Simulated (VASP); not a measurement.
A run of VASP 6.6.1 is set up as follows.

The input INCAR:

```
SYSTEM = PbS
PREC = Accurate ; ENCUT = 520
EDIFF = 1E-6 ; ISMEAR = -1
SIGMA = 0.05 ; LREAL = .False.
LASPH = .True. ; NELM = 80
ALGO = Normal ; ISIF = 2
LWAVE = .False. ; LCHARG = .False.
GGA = PS ; NBANDS = 17
```

Contents of KPOINTS:

```
regular mesh
0
Gamma
  7 7 7
  0 0 0
```

POSCAR

```
PbS
1.0
    3.6042791765      0.0000000000      0.0000000000
    0.0000000000      3.6042791765      0.0000000000
    0.0000000000      0.0000000000      3.6042791765
Pb S
1 1
Direct
    0.0000000000      0.0000000000      0.0000000000
    0.5000000000      0.5000000000      0.5000000000
```

Potentials or basis: VASP PAW PBE potentials, release 64 (Pb_d, S).

The run is started by

```sh
$ cat potpaw_PBE.64/Pb_d/POTCAR potpaw_PBE.64/S/POTCAR > POTCAR
$ mpirun -np 1 vasp_std > vasp.out
```

(1) Estimate the pressure.

(2) Predict the band gap on the k mesh.

## Answers

(1) -1.6 GPa.

(2) zero (band 10 reaches 6.34 eV, above the bottom of band 11 at 6.27 eV).

Caveat: the PAW data sets were made with another functional, which shifts forces and pressure a little; spin-orbit coupling is left out, which moves the levels of the heavy elements.
